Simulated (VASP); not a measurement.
# Ag (P6_3/mmc) in VASP: settings compared

Ag is run at these levels: PBEsol, LDA; tasks: single point.

Everything below comes from runs of VASP 6.6.1. Logs are shortened: lines on timing, memory, paths and dates and some standing lists are left out, and cuts for length are marked.

**1. The cell of the first run**

Symmetry: P6_3/mmc, No. 194, hexagonal system. The conventional cell has a = 2.853 Å, b = 2.853 Å, c = 9.453 Å, α = 90.00°, β = 90.00°, γ = 120.00°. Within 3.8 Å of Ag (site symmetry -3m) lie 12 Ag at 2.85 to 2.88 Å. Within 3.8 Å of Ag (site symmetry -6m2) lie 12 Ag at 2.85 to 2.88 Å.

**2. Single point, PBEsol**

The input, INCAR:

```
  PREC = Accurate
  ENCUT = 520
  EDIFF = 1E-7
  ISMEAR = -1
  SIGMA = 0.05
  LREAL = False
  LASPH = True
  NELM = 80
  ALGO = Normal
  ISIF = 2
  LWAVE = False
  LCHARG = False
  GGA = PS
  NBANDS = 30
```

The input, KPOINTS:

```
regular mesh
0
Gamma
  11 11 3
```

The input, POSCAR:

```
Ag
1.0
    2.8531935620      0.0000000000      0.0000000000
   -1.4265967810      2.4709381066      0.0000000000
    0.0000000000      0.0000000000      9.4528252184
Ag
4
Direct
    0.0000000000      0.0000000000      0.5000000000
    0.0000000000      0.0000000000      0.0000000000
    0.6666666667      0.3333333333      0.7500000000
    0.3333333333      0.6666666667      0.2500000000
```

Potentials or basis: VASP PAW PBE potentials, release 64 (Ag).

The run is started by

```console
cat potpaw_PBE.64/Ag/POTCAR > POTCAR
mpirun -np 1 vasp_std > vasp.out
```

OUTCAR:

```text
PREC = Accurate
   ENCUT = 520
   EDIFF = 1E-7
   ISMEAR = -1
   LREAL = False
   LASPH = True
   NELM = 80
   ISIF = 2
   GGA = PS

 ion  position               nearest neighbor table
   1  0.000  0.000  0.500-   3 2.88   4 2.88   4 2.88   3 2.88   3 2.88   4 2.88
   2  0.000  0.000  0.000-   3 2.88   4 2.88   4 2.88   3 2.88   3 2.88   4 2.88
   3  0.667  0.333  0.750-   1 2.88   2 2.88   1 2.88   2 2.88   1 2.88   2 2.88
   4  0.333  0.667  0.250-   1 2.88   2 2.88   1 2.88   2 2.88   1 2.88   2 2.88

  LATTYP: Found a hexagonal cell.
 ALAT       =     2.8531935620
 C/A-ratio  =     3.3130683261

  Lattice vectors:

 A1 = (   2.8531935620,   0.0000000000,   0.0000000000)
 A2 = (  -1.4265967810,   2.4709381066,   0.0000000000)
 A3 = (   0.0000000000,   0.0000000000,   9.4528252184)

Analysis of symmetry for initial positions (statically):
=====================================================================
 Subroutine PRICEL returns:
 Original cell was already a primitive cell.

 Routine SETGRP: Setting up the symmetry group for a
 hexagonal supercell.

 Subroutine GETGRP returns: Found 24 space group operations
 (whereof 12 operations were pure point group operations)
 out of a pool of 24 trial point group operations.

The static configuration has the point symmetry D_3d.
 The point group associated with its full space group is D_6h.

Analysis of symmetry for dynamics (positions and initial velocities):
=====================================================================
 Subroutine PRICEL returns:
 Original cell was already a primitive cell.

 Routine SETGRP: Setting up the symmetry group for a
 hexagonal supercell.

 Subroutine GETGRP returns: Found 24 space group operations
 (whereof 12 operations were pure point group operations)
 out of a pool of 24 trial point group operations.

The dynamic configuration has the point symmetry D_3d.
 The point group associated with its full space group is D_6h.

 Subroutine INISYM returns: Found 24 space group operations
 (whereof 12 operations are pure point group operations),
 and found     1 'primitive' translations

----------------------------------------------------------------------------------------

                                     Primitive cell

  volume of cell :      66.6430

  direct lattice vectors                    reciprocal lattice vectors
     2.853193562  0.000000000  0.000000000     0.350484458  0.202352296  0.000000000
    -1.426596781  2.470938107  0.000000000     0.000000000  0.404704593  0.000000000
     0.000000000  0.000000000  9.452825218     0.000000000  0.000000000  0.105788479

  length of vectors
     2.853193562  2.853193562  9.452825218     0.404704593  0.404704593  0.105788479

  position of ions in fractional coordinates (direct lattice)
     0.000000000  0.000000000  0.500000000
     0.000000000  0.000000000  0.000000000
     0.666666667  0.333333333  0.750000000
     0.333333333  0.666666667  0.250000000

  ion indices of the primitive-cell ions
   primitive index   ion index
                 1           1
                 2           2
                 3           3
                 4           4

----------------------------------------------------------------------------------------

 KPOINTS: regular mesh

Automatic generation of k-mesh.
 Grid dimensions read from file:
 generate k-points for:   11   11    3

 Generating k-lattice:

  Cartesian coordinates                     Fractional coordinates (reciprocal lattice)
     0.031862223  0.018395663  0.000000000     0.090909091  0.000000000  0.000000000
     0.000000000  0.036791327  0.000000000     0.000000000  0.090909091  0.000000000
     0.000000000  0.000000000  0.035262826     0.000000000  0.000000000  0.333333333

  Length of vectors
     0.036791327  0.036791327  0.035262826

  Shift w.r.t. Gamma in fractional coordinates (k-lattice)
     0.000000000  0.000000000  0.000000000

 Subroutine IBZKPT returns following result:
 ===========================================

 Found     32 irreducible k-points:

 Following reciprocal coordinates:
            Coordinates               Weight
  0.000000  0.000000  0.000000      1.000000
  0.090909 -0.000000  0.000000      6.000000
  0.181818 -0.000000  0.000000      6.000000
  0.272727  0.000000  0.000000      6.000000
  0.363636 -0.000000  0.000000      6.000000
  0.454545 -0.000000  0.000000      6.000000
[... 16 lines left out ...]
  0.090909  0.090909  0.333333     12.000000
  0.181818  0.090909  0.333333     24.000000
 [... further k-points ...]
   k-points           NKPTS =     32   k-points in BZ     NKDIM =     32   number of bands    NBANDS=     30
   number of dos      NEDOS =    301   number of ions     NIONS =      4
   total plane-waves  NPLWV =  40320
   dimension x,y,z NGX =    24 NGY =   24 NGZ =   70
   dimension x,y,z NGXF=    48 NGYF=   48 NGZF=  140
   ions per type =               4
   NGX,Y,Z   is equivalent  to a cutoff of  13.98, 13.98, 12.31 a.u.
   NGXF,Y,Z  is equivalent  to a cutoff of  27.97, 27.97, 24.62 a.u.
 SYSTEM =  unknown system
   PREC   = accura    normal or accurate (medium, high low for compatibility)
   ISTART =      0    job   : 0-new  1-cont  2-samecut
   ICHARG =      2    charge: 1-file 2-atom 10-const
   ISPIN  =      1    spin polarized calculation?
   LNONCOLLINEAR =      F non collinear calculations
   LSORBIT =      F    spin-orbit coupling
   LASPH  =      T    aspherical Exc in radial PAW
   ENCUT  =  520.0 eV  38.22 Ry    6.18 a.u.   5.31  5.31 17.58*2*pi/ulx,y,z
   NELM   =     80;   NELMIN=  2; NELMDL= -5     # of ELM steps
   EDIFF  = 0.1E-06   stopping-criterion for ELM
   LREAL  =      F    real-space projection
   EDIFFG = 0.1E-05   stopping-criterion for IOM
   NSW    =      0    number of steps for IOM
   IBRION =     -1    ionic relax: 0-MD 1-quasi-New 2-CG
   NFREE  =      0    steps in history (QN), initial steepest desc. (CG)
   ISIF   =      2    stress and relaxation
   ISYM   =      2    0-nonsym 1-usesym 2-fastsym
   POTIM  = 0.5000    time-step for ionic-motion
   TEBEG  =    0.0;   TEEND  =   0.0 temperature during run
   PSTRESS=    0.0 pullay stress
   NELECT =      44.0000    total number of electrons
   NUPDOWN=      -1.0000    fix difference up-down
   EMIN   =  10.00;   EMAX   =-10.00  energy-range for DOS
   EFERMI =   0.00;   METHOD = LEGACY
   ISMEAR =    -1;   SIGMA  =   0.05  broadening in eV -4-tet -1-fermi 0-gaus
   EFERMI_NEDOS =   21; number of points for ismear=-14 and -15
   IALGO  =     38    algorithm
   IMIX   =      4    mixing-type and parameters
     AMIX     =   0.40;   BMIX     =  1.00
     AMIX_MAG =   1.60;   BMIX_MAG =  1.00
  volume/ion in A,a.u.               =      16.66       112.43
  Fermi-wavevector in a.u.,A,eV,Ry     =   1.425523  2.693847 27.648604  2.032115
  Thomas-Fermi vector in A             =   2.545898
   LORBIT       =      0    0 simple, 1 ext, 2 COOP (PROOUT), +10 PAW based schemes
   GGA     = PS    functional components
   LHFCALC =     F    Hartree Fock is set to
   AEXX    =    0.0000 exact exchange contribution
   IVDW    =     0    specifies the selected vdW correction
   LEPSILON=     F    determine dielectric tensor
   LRPA    =     F    only Hartree local field effects (RPA)
 non-spin polarized calculation
  energy-cutoff  :      520.00
  volume of cell :       66.64
 maximum number of plane-waves:      1817
 NGX is ok and might be reduce to    24
   NGX = 11   NGY = 11   NGZ = 35

 number of electron      43.9999982 magnetization

 Free energy of the ion-electron system (eV)
  ---------------------------------------------------
  ext. energy  EPLUGINS =         0.00000000
  ---------------------------------------------------
  free energy    TOTEN  =       -13.22329347 eV

  energy without entropy =      -13.20625203  energy(sigma->0) =      -13.21477275

 E-fermi :   8.6666     XC(G=0): -12.5507

 val. band max:        8.6622459995   @ k =   0.2727   0.1818   0.0000
 cond. band min:       8.6708234161   @ k =   0.1818  -0.0000   0.3333
 fundamental gap:      0.0085774166
 Fermi energy:         8.6665684560

 k-point     1 :       0.0000    0.0000    0.0000
  band No.  band energies     occupation
      1       0.5532      2.00000
      2       1.9429      2.00000
      3       1.9441      2.00000
      4       1.9992      2.00000
      5       3.6322      2.00000
      6       3.6902      2.00000
[... 22 lines left out ...]
     29      24.3353      0.00000
     30      25.2602      0.00000

 k-point     2 :       0.0909   -0.0000    0.0000
  band No.  band energies     occupation
      1       0.7885      2.00000
      2       2.1392      2.00000
      3       2.1490      2.00000
      4       2.1537      2.00000
      5       3.5111      2.00000
      6       3.6264      2.00000
[... 22 lines left out ...]
     29      24.2087      0.00000
     30      24.5016      0.00000

 k-point     3 :       0.1818   -0.0000    0.0000
  band No.  band energies     occupation
      1       1.4291      2.00000
      2       2.4294      2.00000
      3       2.5855      2.00000
      4       2.6241      2.00000
      5       3.1436      2.00000
      6       3.2899      2.00000
[... 22 lines left out ...]
     29      22.2505      0.00000
     30      22.2676      0.00000

 k-point     4 :       0.2727    0.0000    0.0000
  band No.  band energies     occupation
      1       2.1107      2.00000
      2       2.4285      2.00000
      3       2.5275      2.00000
      4       2.7394      2.00000
      5       3.0031      2.00000
      6       3.0190      2.00000
[... 616 lines left out ...]
     29      18.3661      0.00000
     30      19.5989      0.00000

 k-point    23 :       0.0909    0.0909    0.3333
  band No.  band energies     occupation
      1       1.4229      2.00000
      2       1.9386      2.00000
      3       2.4489      2.00000
      4       2.5676      2.00000
      5       3.3151      2.00000
      6       3.3882      2.00000
[... 22 lines left out ...]
     29      22.9937      0.00000
     30      23.1203      0.00000

 k-point    24 :       0.1818    0.0909    0.3333
  band No.  band energies     occupation
      1       2.0860      2.00000
      2       2.3860      2.00000
      3       2.7016      2.00000
      4       2.8717      2.00000
      5       3.0916      2.00000
      6       3.2138      2.00000
[... 22 lines left out ...]
     29      21.1854      0.00000
     30      21.8320      0.00000

 [... further k-points ...]

------------------------ aborting loop because EDIFF is reached ----------------------------------------

  FORCE on cell =-STRESS in cart. coord.  units (eV):
  Direction    XX          YY          ZZ          XY          YZ          ZX
  --------------------------------------------------------------------------------------
  -------------------------------------------------------------------------------------
  Total       -0.1004527     -0.1004527     -0.0906450      0.0000000     -0.0000000      0.0000000
  in kB       -2.4150020     -2.4150020     -2.1792127      0.0000000     -0.0000000      0.0000000
  external PRESSURE =      -2.3364056 kB  Pullay stress =       0.0000000 kB

 VOLUME and BASIS-vectors are now :
 -----------------------------------------------------------------------------
  energy-cutoff  :      520.00
  volume of cell :       66.64
      direct lattice vectors                 reciprocal lattice vectors
     2.853193562  0.000000000  0.000000000     0.350484458  0.202352296  0.000000000
    -1.426596781  2.470938107  0.000000000     0.000000000  0.404704593  0.000000000
     0.000000000  0.000000000  9.452825218     0.000000000  0.000000000  0.105788479

 POSITION                                       TOTAL-FORCE (eV/Angst)
 -----------------------------------------------------------------------------------
      0.00000      0.00000      4.72641        -0.000000      0.000000      0.000000
      0.00000      0.00000      0.00000        -0.000000      0.000000      0.000000
      1.42660      0.82365      7.08962        -0.000000     -0.000000     -0.000000
     -0.00000      1.64729      2.36321         0.000000      0.000000     -0.000000
 -----------------------------------------------------------------------------------
    total drift:                               -0.000000      0.000000      0.000000

  FREE ENERGIE OF THE ION-ELECTRON SYSTEM (eV)
  ---------------------------------------------------
  free  energy   TOTEN  =       -13.2232934684 eV

  energy  without entropy=      -13.2062520313  energy(sigma->0) =      -13.21477275
```

Wall time 38 s (1 thread of Intel Xeon Platinum 8259CL at 2.50GHz (Skylake/Cascade Lake), shared host); peak memory 0.21 GiB.

What came out:

* Free energy: -13.2233 eV
* Pressure: -0.2 GPa
* Band gap on the k mesh: zero (band 22 reaches 11.30 eV, above the bottom of band 23 at 5.47 eV)

Levels at points of the mesh, in eV from the Fermi level:
| k point | band 19 | band 20 | band 21 | band 22 | band 23 | band 24 | band 25 | band 26 | band 27 | band 28 |
| --- | --- | --- | --- | --- | --- | --- | --- | --- | --- | --- |
| (0.00, 0.00, 0.00) | -3.72 | -3.52 | -3.52 | -3.11 | -3.11 | -0.74 | 3.40 | 10.85 | 10.88 | 15.50 |

Caveat: the PAW data sets were made with another functional, which shifts forces and pressure a little.

**3. Single point, PBEsol**

The input, INCAR:

```
PREC     = Accurate       # precision mode
ENCUT    = 520            # plane-wave cutoff, eV
EDIFF    = 1E-7           # SCF threshold, eV
ISMEAR   = -1             # smearing method
SIGMA    = 0.05           # smearing width, eV
LREAL    = False          # projectors in reciprocal space
LASPH    = True           # aspherical terms in the spheres
NELM     = 80             # most SCF steps
ALGO     = Normal         # electronic algorithm
ISIF     = 2              # what is computed and relaxed
LWAVE    = False          # write WAVECAR
LCHARG   = False          # write CHGCAR
GGA      = PS             # functional
NBANDS   = 30             # bands
```

The input, KPOINTS:

```
Automatic mesh
0
Gamma
  11 11 3
```

The input, POSCAR:

```
Ag
1.0
    2.8526487526      0.0000000000      0.0000000000
   -1.4263243763      2.4704662878      0.0000000000
    0.0000000000      0.0000000000      9.4526203797
Ag
4
Direct
    0.0000000000      0.0000000000      0.5000000000
    0.0000000000      0.0000000000      0.0000000000
    0.6666666667      0.3333333333      0.7500000000
    0.3333333333      0.6666666667      0.2500000000
```

Potentials or basis: VASP PAW PBE potentials, release 64 (Ag).

The run is started by

```console
cat potpaw_PBE.64/Ag/POTCAR > POTCAR
mpirun -np 1 vasp_std > vasp.out
```

It took 43 s on 1 thread of Intel Xeon Platinum 8259CL at 2.50GHz (Skylake/Cascade Lake), shared host; peak memory 0.21 GiB.

The run converged. Its results:

| Item | Value |
| --- | --- |
| Free energy | -13.2233 eV |
| Pressure | -0.2 GPa |
| Band gap on the k mesh | zero (band 22 reaches 11.31 eV, above the bottom of band 23 at 5.48 eV) |

Levels at points of the mesh, in eV from the Fermi level:
```csv
k point,band 20,band 21,band 22,band 23,band 24,band 25,band 26,band 27
"(0.00, 0.00, 0.00)",-3.52,-3.52,-3.11,-3.11,-0.74,3.40,10.85,10.88
```

Caveat: the PAW data sets were made with another functional, which shifts forces and pressure a little.

**4. Single point, LDA**

This run uses another cell than the first one, of 18.04 Å³/atom, 1.083 times its volume.

The input, INCAR:

```
PREC = Accurate
ENCUT = 520
EDIFF = 1E-6
ISMEAR = -1
SIGMA = 0.05
LREAL = False
LASPH = True
NELM = 80
ALGO = Normal
ISIF = 2
LWAVE = False
LCHARG = False
GGA = CA
NBANDS = 30
```

The input, KPOINTS:

```
regular mesh
0
Gamma
  11 11 3
```

The input, POSCAR:

```
Ag
1.0
    2.8862000000      0.0000000000      0.0000000000
   -1.4431000000      2.4995225204      0.0000000000
    0.0000000000      0.0000000000     10.0000000000
Ag
4
Direct
    0.0000000000      0.0000000000      0.5000000000
    0.0000000000      0.0000000000      0.0000000000
    0.6666666667      0.3333333333      0.7500000000
    0.3333333333      0.6666666667      0.2500000000
```

Potentials or basis: VASP PAW LDA potentials, release 64 (Ag).

The run is started by

```console
cat potpaw_LDA.64/Ag/POTCAR > POTCAR
mpirun -np 1 vasp_std > vasp.out
```

Wall time 38 s (1 thread of AMD EPYC 7R13 (Zen 3), shared host); peak memory 0.16 GiB.

The run converged. Its results:

```
Free energy            : -14.7746 eV
Pressure               : -11.2 GPa
Band gap on the k mesh : zero (band 22 reaches 10.20 eV, above the bottom of band 23 at 4.35 eV)
```

Stress tensor (GPa, compression positive):
```
-10.33   0.00   0.00
  0.00 -10.33   0.00
  0.00   0.00 -13.06
```

Levels at points of the mesh, in eV from the Fermi level:
| k point | band 18 | band 19 | band 20 | band 21 | band 22 | band 23 | band 24 | band 25 | band 26 | band 27 |
| --- | --- | --- | --- | --- | --- | --- | --- | --- | --- | --- |
| (0.00, 0.00, 0.00) | -3.45 | -3.45 | -3.33 | -3.33 | -3.02 | -3.02 | -0.70 | 2.47 | 9.43 | 9.44 |

(Continued in part 2 of 2.)
